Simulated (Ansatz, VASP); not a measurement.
Two plane-wave programs on TiAl

INCAR

```
SYSTEM = TiAl
  PREC = Accurate
  ENCUT = 520
  EDIFF = 1E-7
  ISMEAR = 0
  SIGMA = 0.15
  LREAL = .FALSE.
  LASPH = .TRUE.
  NELM = 100
  ALGO = Fast
  ISIF = 2
  LWAVE = .FALSE.
  LCHARG = .FALSE.
  GGA = PS
  NBANDS = 14
```

KPOINTS

```
Automatic mesh
0
G
  16 16 16
  0 0 0
```

POSCAR

```
TiAl
1.0
    3.1790640000      0.0238429800      0.0000000000
    0.0238429800      3.1790640000      0.0000000000
    0.0000000000      0.0000000000      3.1790640000
Ti Al
1 1
Direct
    0.0000000000      0.0000000000      0.0000000000
    0.5000000000      0.5000000000      0.5000000000
```

Input for Ansatz:

```yaml
crystal:
  lattice:
    - [3.179064, 0.02384298, 0.0]
    - [0.02384298, 3.179064, 0.0]
    - [0.0, 0.0, 3.179064]
  atoms:
    - { symbol: Ti, position: [0.0, 0.0, 0.0] }
    - { symbol: Al, position: [0.5, 0.5, 0.5] }
basis:
  ecutwfc: 420
kpoints:
  mp_grid: { grid: [16, 16, 16] }
hamiltonian:
  xc: pbesol
scf:
  occupations: { method: gaussian, width: 0.15 }
output:
  forces: true
  stress: true
  eigenvalues: true
```

Change from the starting cell: strain +0.0150 x Voigt [0, 0, 0, 0, 0, 1], atoms carried along.

Alike in both runs: task single point; functional PBEsol; k mesh 16 × 16 × 16; occupations gaussian, width 0.15 eV; no spin polarisation.

|  | VASP | Ansatz |
| --- | --- | --- |
| version | VASP 6.6.1 | Ansatz 0.2.0 |
| potentials or method | VASP PAW PBE potentials, release 64 (Ti_sv, Al), cutoff 520 eV | scalar-relativistic, plane waves, PAW |
| valence electrons in the cell | 15 | 15 |

|  | VASP | Ansatz | Ansatz less VASP |
| --- | --- | --- | --- |
| gap on the k mesh at the Fermi level (eV) | none | none | - |
| pressure (GPa) | -2.3 | -2.4 | -0.06 |
| traceless stress, the component that is largest in VASP (GPa) | -1.02 | -1.02 | +0.004 |

VASP's potentials were made for PBE, not for PBEsol. A gap of «none» marks a metal or a gap that the smearing closes.
